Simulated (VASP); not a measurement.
# LiCl (Fm-3m) in VASP: notebook

Runs on LiCl. Level: r2SCAN. Tasks: single point.

Everything below comes from runs of VASP 6.6.1. Logs are shortened: lines on timing, memory, paths and dates and some standing lists are left out, and cuts for length are marked.

## Step 1: The cell of the first run

The structure is cubic, space group Fm-3m (No. 225). The conventional cell has a = 5.112 Å, b = 5.112 Å, c = 5.112 Å, α = 90.00°, β = 90.00°, γ = 90.00°. Within 3.4 Å of Li (site symmetry m-3m) lie 6 Cl at 2.56 Å. Within 3.4 Å of Cl (site symmetry m-3m) lie 6 Li at 2.56 Å.

## Step 2: Single point, r2SCAN

Input file POSCAR:

```
LiCl
1.0
    0.0000000000      2.5561986890      2.5561986890
    2.5561986890      0.0000000000      2.5561986890
    2.5561986890      2.5561986890      0.0000000000
Li Cl
1 1
Direct
    0.0000000000      0.0000000000      0.0000000000
    0.5000000000      0.5000000000      0.5000000000
```

Input file INCAR.step1:

```
ALGO = Normal
EDIFF = 1E-5
ENCUT = 830
GGA = PE
GGA_COMPAT = False
ISMEAR = 0
LASPH = True
LCHARG = False
LREAL = False
LWAVE = True
NBANDS = 12
NELM = 120
PREC = Accurate
SIGMA = 0.01
```

Input file INCAR.step2:

```
ALGO = Normal
EDIFF = 1E-6
ENCUT = 830
GGA_COMPAT = False
ISIF = 2
ISMEAR = 0
ISTART = 1
LASPH = True
LCHARG = True
LELF = True
LMIXTAU = True
LREAL = False
LVHAR = True
LWAVE = False
METAGGA = R2SCAN
NBANDS = 12
NELM = 120
PREC = Accurate
SIGMA = 0.01
```

Input file KPOINTS:

```
k-points
0
Gamma
  8 8 8
```

Potentials or basis: VASP PAW PBE potentials, release 64 (Li_sv, Cl).

The run is started by

```bash
$ cat potpaw_PBE.64/Li_sv/POTCAR potpaw_PBE.64/Cl/POTCAR > POTCAR
$ cp INCAR.step1 INCAR
$ mpirun -np 1 vasp_std > vasp.out
$ cp INCAR.step2 INCAR
$ mpirun -np 1 vasp_std > vasp.out
```

OUTCAR:

```text
EDIFF = 1E-6
   ENCUT = 830
   ISIF = 2
   ISMEAR = 0
   ISTART = 1
   LASPH = True
   LREAL = False
   METAGGA = R2SCAN
   NELM = 120
   PREC = Accurate

 ion  position               nearest neighbor table
   1  0.000  0.000  0.000-   2 2.56   2 2.56   2 2.56   2 2.56   2 2.56   2 2.56
   2  0.500  0.500  0.500-   1 2.56   1 2.56   1 2.56   1 2.56   1 2.56   1 2.56

  LATTYP: Found a face centered cubic cell.
 ALAT       =     5.1123973780

  Lattice vectors:

 A1 = (   0.0000000000,   2.5561986890,   2.5561986890)
 A2 = (   2.5561986890,   0.0000000000,   2.5561986890)
 A3 = (   2.5561986890,   2.5561986890,   0.0000000000)

Analysis of symmetry for initial positions (statically):
=====================================================================
 Subroutine PRICEL returns:
 Original cell was already a primitive cell.

 Routine SETGRP: Setting up the symmetry group for a
 face centered cubic supercell.

 Subroutine GETGRP returns: Found 48 space group operations
 (whereof 48 operations were pure point group operations)
 out of a pool of 48 trial point group operations.

The static configuration has the point symmetry O_h .

Analysis of symmetry for dynamics (positions and initial velocities):
=====================================================================
 Subroutine PRICEL returns:
 Original cell was already a primitive cell.

 Routine SETGRP: Setting up the symmetry group for a
 face centered cubic supercell.

 Subroutine GETGRP returns: Found 48 space group operations
 (whereof 48 operations were pure point group operations)
 out of a pool of 48 trial point group operations.

The dynamic configuration has the point symmetry O_h .

 Subroutine INISYM returns: Found 48 space group operations
 (whereof 48 operations are pure point group operations),
 and found     1 'primitive' translations

----------------------------------------------------------------------------------------

                                     Primitive cell

  volume of cell :      33.4052

  direct lattice vectors                    reciprocal lattice vectors
     0.000000000  2.556198689  2.556198689    -0.195602948  0.195602948  0.195602948
     2.556198689  0.000000000  2.556198689     0.195602948 -0.195602948  0.195602948
     2.556198689  2.556198689  0.000000000     0.195602948  0.195602948 -0.195602948

  length of vectors
     3.615010854  3.615010854  3.615010854     0.338794245  0.338794245  0.338794245

  position of ions in fractional coordinates (direct lattice)
[... 90 lines left out ...]
   NELECT =      10.0000    total number of electrons
   NUPDOWN=      -1.0000    fix difference up-down
   EMIN   =  10.00;   EMAX   =-10.00  energy-range for DOS
   EFERMI =   0.00;   METHOD = LEGACY
   ISMEAR =     0;   SIGMA  =   0.01  broadening in eV -4-tet -1-fermi 0-gaus
   EFERMI_NEDOS =   21; number of points for ismear=-14 and -15
   IALGO  =     38    algorithm
   IMIX   =      4    mixing-type and parameters
     AMIX     =   0.40;   BMIX     =  1.00
     AMIX_MAG =   1.60;   BMIX_MAG =  1.00
  volume/ion in A,a.u.               =      16.70       112.71
  Fermi-wavevector in a.u.,A,eV,Ry     =   1.095141  2.069517 16.317941  1.199335
  Thomas-Fermi vector in A             =   2.231459
   LORBIT       =      0    0 simple, 1 ext, 2 COOP (PROOUT), +10 PAW based schemes
   METAGGA = R2SCAN    functional components
   LHFCALC =     F    Hartree Fock is set to
   AEXX    =    0.0000 exact exchange contribution
   IVDW    =     0    specifies the selected vdW correction
   LEPSILON=     F    determine dielectric tensor
   LRPA    =     F    only Hartree local field effects (RPA)
 non-spin polarized calculation
 Gauss-broadening in eV      SIGMA  =   0.01
  energy-cutoff  :      830.00
  volume of cell :       33.41
 maximum number of plane-waves:      1839
 NGX is ok and might be reduce to    36
   NGX = 17   NGY = 17   NGZ = 17

 number of electron      10.0000002 magnetization

 Free energy of the ion-electron system (eV)
  ---------------------------------------------------
  ext. energy  EPLUGINS =         0.00000000
  ---------------------------------------------------
  free energy    TOTEN  =       -12.58836512 eV

  energy without entropy =      -12.58836512  energy(sigma->0) =      -12.58836512

 E-fermi :   0.3755     XC(G=0):  -9.2087

 val. band max:        0.2629029509   @ k =   0.0000   0.0000   0.0000
 cond. band min:       7.6203512761   @ k =   0.0000   0.0000   0.0000
 fundamental gap:      7.3574483252
 Fermi energy:         0.3755085744

 k-point     1 :       0.0000    0.0000    0.0000
  band No.  band energies     occupation
      1     -44.5259      2.00000
      2     -13.7564      2.00000
      3       0.2629      2.00000
      4       0.2629      2.00000
      5       0.2629      2.00000
      6       7.6204      0.00000
      7      12.9357      0.00000
      8      12.9357      0.00000
      9      12.9357      0.00000
     10      15.6703      0.00000
     11      15.6703      0.00000
     12      16.1742      0.00000
[... 331 lines left out ...]
 k-point    24 :      -0.3750    0.2500    0.1250
  band No.  band energies     occupation
      1     -44.5228      2.00000
      2     -13.0385      2.00000
      3      -2.3463      2.00000
      4      -1.0791      2.00000
      5      -0.3419      2.00000
      6       9.3052      0.00000
      7      10.4402      0.00000
      8      11.7145      0.00000
      9      13.0826      0.00000
     10      16.8105      0.00000
     11      17.6594      0.00000
     12      19.5203      0.00000

 [... further k-points ...]

------------------------ aborting loop because EDIFF is reached ----------------------------------------

  FORCE on cell =-STRESS in cart. coord.  units (eV):
  Direction    XX          YY          ZZ          XY          YZ          ZX
  --------------------------------------------------------------------------------------
  -------------------------------------------------------------------------------------
  Total       -0.1004970     -0.1004970     -0.1004970     -0.0000000     -0.0000000      0.0000000
  in kB       -4.8200313     -4.8200313     -4.8200313     -0.0000000     -0.0000000      0.0000000
  external PRESSURE =      -4.8200313 kB  Pullay stress =       0.0000000 kB

 VOLUME and BASIS-vectors are now :
 -----------------------------------------------------------------------------
  energy-cutoff  :      830.00
  volume of cell :       33.41
      direct lattice vectors                 reciprocal lattice vectors
     0.000000000  2.556198689  2.556198689    -0.195602948  0.195602948  0.195602948
     2.556198689  0.000000000  2.556198689     0.195602948 -0.195602948  0.195602948
     2.556198689  2.556198689  0.000000000     0.195602948  0.195602948 -0.195602948

 POSITION                                       TOTAL-FORCE (eV/Angst)
 -----------------------------------------------------------------------------------
      0.00000      0.00000      0.00000        -0.000000     -0.000000     -0.000000
      2.55620      2.55620      2.55620         0.000000      0.000000      0.000000
 -----------------------------------------------------------------------------------
    total drift:                                0.000000      0.000000      0.000000

  FREE ENERGIE OF THE ION-ELECTRON SYSTEM (eV)
  ---------------------------------------------------
  free  energy   TOTEN  =       -12.5883651175 eV

  energy  without entropy=      -12.5883651175  energy(sigma->0) =      -12.58836512
```

OUTCAR.step1:

```text
EDIFF = 1E-5
   ENCUT = 830
   GGA = PE
   ISMEAR = 0
   LASPH = True
[... 581 lines left out ...]
 -----------------------------------------------------------------------------------
      0.00000      0.00000      0.00000         0.000000     -0.000000      0.000000
      2.55620      2.55620      2.55620         0.000000      0.000000      0.000000
 -----------------------------------------------------------------------------------
    total drift:                                0.000000      0.000000      0.000000

  FREE ENERGIE OF THE ION-ELECTRON SYSTEM (eV)
  ---------------------------------------------------
  free  energy   TOTEN  =        -7.3818925225 eV

  energy  without entropy=       -7.3818925225  energy(sigma->0) =       -7.38189252
```

OSZICAR.step1:

```text
N       E                     dE             d eps       ncg     rms          rms(c)
DAV:   1     0.499730958286E+02    0.49973E+02   -0.56448E+03   696   0.109E+03
DAV:   2    -0.380913005546E+01   -0.53782E+02   -0.49799E+02   900   0.163E+02
DAV:   3    -0.730406766602E+01   -0.34949E+01   -0.34800E+01   932   0.423E+01
DAV:   4    -0.744393621106E+01   -0.13987E+00   -0.13973E+00   968   0.771E+00
DAV:   5    -0.744547646960E+01   -0.15403E-02   -0.15402E-02   916   0.900E-01    0.241E+00
DAV:   6    -0.737655070660E+01    0.68926E-01   -0.14859E-01   892   0.180E+00    0.171E+00
DAV:   7    -0.737789505920E+01   -0.13444E-02   -0.47567E-02  1036   0.119E+00    0.925E-01
DAV:   8    -0.738186599275E+01   -0.39709E-02   -0.64053E-03   812   0.588E-01    0.159E-01
DAV:   9    -0.738183265975E+01    0.33333E-04   -0.18021E-04   868   0.100E-01    0.585E-02
DAV:  10    -0.738189645191E+01   -0.63792E-04   -0.11385E-04   804   0.717E-02    0.541E-02
DAV:  11    -0.738189252254E+01    0.39294E-05   -0.14876E-05   716   0.231E-02
   1 F= -.73818925E+01 E0= -.73818925E+01  d E =-.253044E-14
```

Run time: 71 s. Hardware: 1 thread of Intel Xeon Platinum 8375C at 2.90GHz (Ice Lake), shared host; peak memory 0.21 GiB.

Results:

| Quantity | Value |
| --- | --- |
| Free energy | -12.5884 eV |
| Pressure | -0.5 GPa |
| Band gap on the k mesh | 7.36 eV |

Levels at points of the mesh, in eV from the valence-band top:
| k point | band 1 | band 2 | band 3 | band 4 | band 5 | band 6 | band 7 | band 8 | band 9 | band 10 |
| --- | --- | --- | --- | --- | --- | --- | --- | --- | --- | --- |
| (0.00, 0.00, 0.00) | -44.79 | -14.02 | 0.00 | 0.00 | 0.00 | 7.36 | 12.67 | 12.67 | 12.67 | 15.41 |
| (0.50, 0.00, 0.00) | -44.79 | -13.42 | -2.88 | -0.28 | -0.28 | 7.55 | 10.31 | 10.31 | 14.31 | 18.07 |
| (0.50, 0.50, 0.00) | -44.79 | -13.16 | -2.98 | -1.14 | -1.14 | 8.79 | 8.92 | 13.66 | 15.49 | 15.49 |

Caveat: the PAW data sets were made with another functional, which shifts forces and pressure a little.

## Step 3: Single point, r2SCAN

POSCAR is that of step 2.

Input file INCAR.step1:

```
SYSTEM = LiCl
ALGO = Normal
EDIFF = 1E-5
ENCUT = 830
GGA = PE
GGA_COMPAT = .False.
ISMEAR = 0
LASPH = .True.
LCHARG = .False.
LREAL = .False.
LWAVE = .True.
NBANDS = 12
NELM = 120
PREC = Accurate
SIGMA = 0.01
```

Input file INCAR.step2:

```
SYSTEM = LiCl
ALGO = Normal
EDIFF = 1E-6
ENCUT = 830
GGA_COMPAT = .False.
ISIF = 2
ISMEAR = 0
ISTART = 1
LASPH = .True.
LCHARG = .False.
LMIXTAU = .True.
LREAL = .False.
LWAVE = .False.
METAGGA = R2SCAN
NBANDS = 12
NELM = 120
PREC = Accurate
SIGMA = 0.01
```

Input file KPOINTS:

```
k-points
0
Gamma
  8 8 8
  0 0 0
```

Potentials or basis: VASP PAW PBE potentials, release 64 (Li_sv, Cl).

The run is started by

```bash
$ cat potpaw_PBE.64/Li_sv/POTCAR potpaw_PBE.64/Cl/POTCAR > POTCAR
$ cp INCAR.step1 INCAR
$ mpirun -np 1 vasp_std > vasp.out
$ cp INCAR.step2 INCAR
$ mpirun -np 1 vasp_std > vasp.out
```

It took 68 s on 1 thread of Intel Xeon Platinum 8375C at 2.90GHz (Ice Lake), shared host; peak memory 0.21 GiB.

Results (log left out):

| Quantity | Value |
| --- | --- |
| Free energy | -12.5884 eV |
| Pressure | -0.5 GPa |
| Band gap on the k mesh | 7.36 eV |

Levels at points of the mesh, in eV from the valence-band top:
| k point | band 3 | band 4 | band 5 | band 6 | band 7 | band 8 |
| --- | --- | --- | --- | --- | --- | --- |
| (0.00, 0.00, 0.00) | 0.00 | 0.00 | 0.00 | 7.36 | 12.67 | 12.67 |
| (0.50, 0.00, 0.00) | -2.88 | -0.28 | -0.28 | 7.55 | 10.31 | 10.31 |
| (0.50, 0.50, 0.00) | -2.98 | -1.14 | -1.14 | 8.79 | 8.92 | 13.66 |

Caveat: the PAW data sets were made with another functional, which shifts forces and pressure a little. A k mesh can miss the band edges.

## Step 4: Single point, r2SCAN

POSCAR is that of step 3.

Input file INCAR.step1:

```
PREC = Accurate
ENCUT = 830
ISMEAR = 1
SIGMA = 0.05
LREAL = False
LASPH = True
NELM = 120
NBANDS = 12
GGA = PE
ALGO = Normal
EDIFF = 1E-5
LWAVE = True
LCHARG = False
GGA_COMPAT = False
```

Input file INCAR.step2:

```
PREC = Accurate
ENCUT = 830
EDIFF = 1E-6
ISMEAR = 1
SIGMA = 0.05
LREAL = False
LASPH = True
NELM = 120
ALGO = Normal
ISIF = 2
LWAVE = False
LCHARG = False
METAGGA = R2SCAN
LMIXTAU = True
NBANDS = 12
ISTART = 1
GGA_COMPAT = False
```

Input file KPOINTS:

```
Automatic mesh
0
Gamma
  8 8 8
```

The run is started by

```bash
$ cat potpaw_PBE.64/Li_sv/POTCAR potpaw_PBE.64/Cl/POTCAR > POTCAR
$ cp INCAR.step1 INCAR
$ mpirun -np 1 vasp_std > vasp.out
$ cp INCAR.step2 INCAR
$ mpirun -np 1 vasp_std > vasp.out
```

Run time: 69 s. Hardware: 1 thread of Intel Xeon Platinum 8375C at 2.90GHz (Ice Lake), shared host; peak memory 0.21 GiB.

It converged, with:

| Item | Value |
| --- | --- |
| Free energy | -12.5882 eV |
| Pressure | -0.5 GPa |
| Band gap on the k mesh | 7.36 eV |

Levels at points of the mesh, in eV from the valence-band top:
| k point | band 2 | band 3 | band 4 | band 5 | band 6 | band 7 | band 8 | band 9 |
| --- | --- | --- | --- | --- | --- | --- | --- | --- |
| (0.00, 0.00, 0.00) | -14.02 | 0.00 | 0.00 | 0.00 | 7.36 | 12.67 | 12.67 | 12.67 |
| (0.50, 0.00, 0.00) | -13.42 | -2.88 | -0.28 | -0.28 | 7.55 | 10.31 | 10.31 | 14.31 |
| (0.50, 0.50, 0.00) | -13.16 | -2.98 | -1.14 | -1.14 | 8.79 | 8.92 | 13.66 | 15.49 |

Caveat: the PAW data sets were made with another functional, which shifts forces and pressure a little. A k mesh can miss the band edges.
